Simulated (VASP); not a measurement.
Write the native input for VASP 6.6.1 that does the following.

* Task: single point
* Functional: LDA
* Potentials or basis: VASP PAW LDA potentials, release 64 (Ti_sv)
* Cutoff: 520 eV
* k mesh: 4 × 4 × 5
* Occupations: fermi-dirac, width 0.1 eV
* Spin: no spin polarisation
* Dipole correction: no
* Further INCAR settings: ALGO = Normal; EDIFF = 1e-06; NBANDS = 25

The structure of Ti lies in POSCAR:

```
Ti
1.0
    4.6000000000      0.0000000000      0.0000000000
   -2.3000000000      3.9837200000      0.0000000000
    0.0000000000      0.0000000000      2.8200000000
Ti
3
Direct
    0.0000000000      0.0000000000      0.0000000000
    0.3333333333      0.6666666667      0.5000000000
    0.6666666667      0.3333333333      0.5000000000
```

The input as run:

INCAR

```
SYSTEM = Ti
PREC = Accurate
ENCUT = 520
EDIFF = 1E-6
ISMEAR = -1
SIGMA = 0.1
LREAL = .False.
LASPH = .True.
NELM = 60
ALGO = Normal
ISIF = 2
LWAVE = .False.
LCHARG = .False.
GGA = CA
NBANDS = 25
```

KPOINTS

```
Automatic mesh
0
Gamma
  4 4 5
  0 0 0
```

Potentials or basis: VASP PAW LDA potentials, release 64 (Ti_sv).

The run is started by

```bash
$ cat potpaw_LDA.64/Ti_sv/POTCAR > POTCAR
$ mpirun -np 1 vasp_std > vasp.out
```

It gave:

```yaml
Pressure: -9.3 GPa
Band_gap_on_the_k_mesh: zero (band 18 reaches 8.24 eV, above the bottom of band 19 at 7.97 eV)
```

Caveat: the k points lie up to 0.45 Å⁻¹ apart.

It took 40 s on 1 thread of AMD EPYC 9R45, on a shared host, peak memory 0.12 GiB.
